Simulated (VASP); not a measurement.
Here is a VASP 6.6.1 calculation.

The input POSCAR:

```
SnSe2
1.0
    3.8246790722      0.0000000000      0.0000000000
   -1.9123395361      3.3122692379      0.0000000000
    0.0000000000      0.0000000000     32.3760079985
Se Sn
2 1
Direct
    0.6666666667      0.3333333333      0.4505636622
    0.3333333333      0.6666666667      0.5494363378
    0.0000000000      0.0000000000      0.5000000000
```

INCAR.step1

```
  ALGO = Normal
  DIPOL = 0.5 0.5 0.500
  EDIFF = 1E-5
  ENCUT = 520
  GGA = PE
  IDIPOL = 3
  ISIF = 2
  ISMEAR = 0
  LASPH = T
  LCHARG = F
  LDIPOL = T
  LREAL = F
  LWAVE = T
  NBANDS = 20
  NELM = 100
  PREC = Accurate
  SIGMA = 0.02
```

INCAR.step2

```
  ALGO = Normal
  DIPOL = 0.5 0.5 0.500
  EDIFF = 1E-6
  ENCUT = 520
  GGA = PE
  HFSCREEN = 0.2079
  IDIPOL = 3
  ISIF = 2
  ISMEAR = 0
  ISTART = 1
  IVDW = 12
  LASPH = T
  LCHARG = F
  LDIPOL = T
  LHFCALC = T
  LREAL = F
  LWAVE = F
  NBANDS = 20
  NELM = 100
  PREC = Accurate
  PRECFOCK = Normal
  SIGMA = 0.02
  VDW_A1 = 0.383
  VDW_A2 = 5.685
  VDW_S6 = 1.0
  VDW_S8 = 2.31
```

The input KPOINTS:

```
k-points
0
Gamma
  6 6 1
```

Potentials or basis: VASP PAW PBE potentials, release 64 (Se, Sn_d).

The run is started by

```bash
$ cat potpaw_PBE.64/Se/POTCAR potpaw_PBE.64/Sn_d/POTCAR > POTCAR
$ cp INCAR.step1 INCAR
$ mpirun -np 1 vasp_std > vasp.out
$ cp INCAR.step2 INCAR
$ mpirun -np 1 vasp_std > vasp.out
```

(1) What does it give for the largest force?

(2) Estimate the band gap on the k mesh.

(3) What does it give for the dispersion energy per atom?

Results:

(1) 0.493 eV/Å.

(2) 1.42 eV (least direct gap 1.79 eV).

(3) -0.303 eV.

Caveat: the PAW data sets were made with another functional, which shifts forces and pressure a little; spin-orbit coupling is left out, which moves the levels of the heavy elements.
